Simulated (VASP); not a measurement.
# KCl: single point with PBE

Crystal: KCl.

```
K Cl
1.0
     0.08386    3.22871    3.22871
     3.22871    0.08386    3.22871
     3.22871    3.22871    0.08386
K Cl
1 1
Cartesian
  0.0000 0.0000 0.0000
  3.2706 3.2706 3.2706
```

This cell differs from its parent crystal: strain along [111] +4.0%.

```
Program                : VASP 6.6.1
Task                   : single point
Functional             : PBE
Potentials or basis    : VASP PAW PBE potentials, release 64 (K_sv, Cl)
Cutoff                 : 520 eV
k mesh                 : 8 × 8 × 8
Occupations            : fermi-dirac, width 0.02 eV
Spin                   : no spin polarisation
Dipole correction      : no
Further INCAR settings : ALGO = Normal; EDIFF = 1e-06; NBANDS = 15
```

The pressure is 0.1 GPa. The band gap on the k mesh is 5.03 eV, direct.

Stress tensor (GPa, compression positive):
```
 0.08 -0.19 -0.19
-0.19  0.08 -0.19
-0.19 -0.19  0.08
```

Levels at points of the mesh, in eV from the valence-band top:
| k point | band 5 | band 6 | band 7 | band 8 | band 9 | band 10 | band 11 | band 12 |
| --- | --- | --- | --- | --- | --- | --- | --- | --- |
| (0.00, 0.00, 0.00) | -10.78 | -0.08 | 0.00 | 0.00 | 5.03 | 8.13 | 8.43 | 8.43 |
| (0.50, 0.00, 0.00) | -10.57 | -1.01 | -0.37 | -0.30 | 7.45 | 8.45 | 10.28 | 10.52 |
| (0.50, 0.50, 0.00) | -10.83 | -0.66 | -0.27 | -0.21 | 6.53 | 8.14 | 9.82 | 10.12 |
| (0.50, 0.50, 0.50) | -10.54 | -1.03 | -0.27 | -0.27 | 7.46 | 8.28 | 10.29 | 10.29 |

Wall time 98 s on 1 thread of AMD EPYC 7R13 (shared host), peak memory 0.2 GiB.

Caveat: the cell differs from its parent crystal (strain along [111] +4.0%). A k mesh can miss the band edges.
